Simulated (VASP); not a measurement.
**Na2Sb: relaxation of cell and atoms with PBE**

The system is Na2Sb.

```
CELL_PARAMETERS angstrom
-3.55954 3.55954 2.96893
3.55954 -3.55954 2.96893
3.55954 3.55954 -2.96893
ATOMIC_POSITIONS crystal
Na 0.71960 0.49518 0.77558
Na 0.71960 0.94402 0.22442
Na 0.69402 0.96960 0.72442
Na 0.24518 0.96960 0.27558
Sb 0.12500 0.62500 0.50000
Sb 0.37500 0.37500 0.00000
```

The cell was generated, and may not be a known phase.

| Quantity | Value |
| --- | --- |
| Program | VASP 6.6.1 |
| Task | relaxation of cell and atoms |
| Functional | PBE |
| Potentials or basis | VASP PAW PBE potentials, release 64 (Na_pv, Sb) |
| Cutoff | 600 eV |
| k mesh | 4 × 4 × 4 |
| Occupations | gaussian, width 0.1 eV |
| Spin | no spin polarisation |
| Dipole correction | no |
| Further INCAR settings | ALGO = Normal; EDIFF = 1e-06; IBRION = 2; EDIFFG = -0.04; NSW = 90; ISIF = 3 |

| Item | Value |
| --- | --- |
| Relaxed volume | 35.70 Å³/atom |
| Relaxed cell | a = 7.808 Å, b = 7.808 Å, c = 7.808 Å, α = 93.26°, β = 93.26°, γ = 152.39° |
| Space group after relaxing (to 0.1 Å) | I4_1md (No. 109) |
| Energy gained by relaxing | 520.0 meV/atom |
| Ionic steps | 24 |
| Pressure after relaxing | 0.0 GPa |
| Largest force after relaxing | 0.020 eV/Å |
| Band gap on the k mesh | zero (bands 19 and 20 overlap by 2.53 eV) |

Forces in eV/Å, atoms in the order of the input:
```
Na  -0.020  0.000 -0.002
Na   0.020  0.000 -0.002
Na   0.000  0.020 -0.002
Na   0.000 -0.020 -0.002
Sb   0.000  0.000  0.004
Sb   0.000  0.000  0.004
```

Step by step:
```
step  energy change (eV)  largest force (eV/Å)  pressure (GPa)  volume (Å³)
   1              0.0000                2.5835            8.59       150.47
   2             -1.4180                0.3941            0.68       181.62
   3             -1.4537                0.1252           -0.41       191.15
   4             -1.4548                0.1613           -0.24       189.62
   5             -1.4544                0.1817           -0.16       188.78
   6             -1.4673                0.1464           -0.02       187.69
   7             -1.4920                0.0211            0.46       184.40
   8             -1.4545                0.3300            1.77       177.63
   9             -1.4950                0.0407            0.68       183.11
  10             -1.5058                0.0614            0.65       184.00
  11             -1.5378                0.1256            0.60       186.63
  12             -1.5976                0.2626            0.53       191.58
  13             -1.6866                0.5235            0.60       200.21
  14             -1.7736                0.8718            1.10       211.47
  15             -1.8713                0.7445            2.20       202.80
  16             -2.4662                0.7804            0.76       213.71
  17             -2.7490                0.8080            1.00       211.05
  18             -2.7360                0.8024            1.08       210.28
  19             -2.9740                0.3491           -0.70       224.33
  20             -2.9826                0.2726           -1.02       227.65
  21             -3.1017                0.1238           -0.29       217.56
  22             -3.1181                0.0355            0.13       212.75
  23             -3.1181                0.0291            0.17       212.46
  24             -3.1201                0.0203            0.00       214.22
```

Final structure:
```
CELL_PARAMETERS angstrom
-5.36138 5.36138 1.86318
5.36138 -5.36138 1.86318
5.36138 5.36138 -1.86318
ATOMIC_POSITIONS crystal
Na 0.74577 0.50491 0.75915
Na 0.74577 0.98662 0.24085
Na 0.73662 0.99577 0.74085
Na 0.25491 0.99577 0.25915
Sb 0.07266 0.57266 0.50000
Sb 0.32266 0.32266 0.00000
```

Levels at points of the mesh, in eV from the Fermi level:
```
           k point  band 14  band 15  band 16  band 17  band 18  band 19  band 20  band 21  band 22  band 23
(0.00, 0.00, 0.00)    -8.07    -1.86    -1.86    -0.73    -0.73     0.69     1.13     2.74     2.84     3.11
(0.50, 0.00, 0.00)    -7.12    -2.17    -1.99    -0.45    -0.18    -0.03     0.23     2.79     2.80     3.51
(0.50, 0.50, 0.00)    -8.20    -1.61    -1.61    -1.39    -1.39     2.23     2.23     2.80     2.80     3.64
(0.50, 0.50, 0.50)    -8.19    -2.21    -2.21    -0.56    -0.56     2.43     2.43     2.81     2.81     3.31
```

Wall time 14 min on 1 thread of Intel(R) Xeon(R) Platinum 8488C (Sapphire Rapids), on a shared host, peak memory 0.35 GiB.

Caveat: the volume moved by over 15 % at a fixed basis, so the end points are rough; spin-orbit coupling is left out, which moves the levels of the heavy elements.
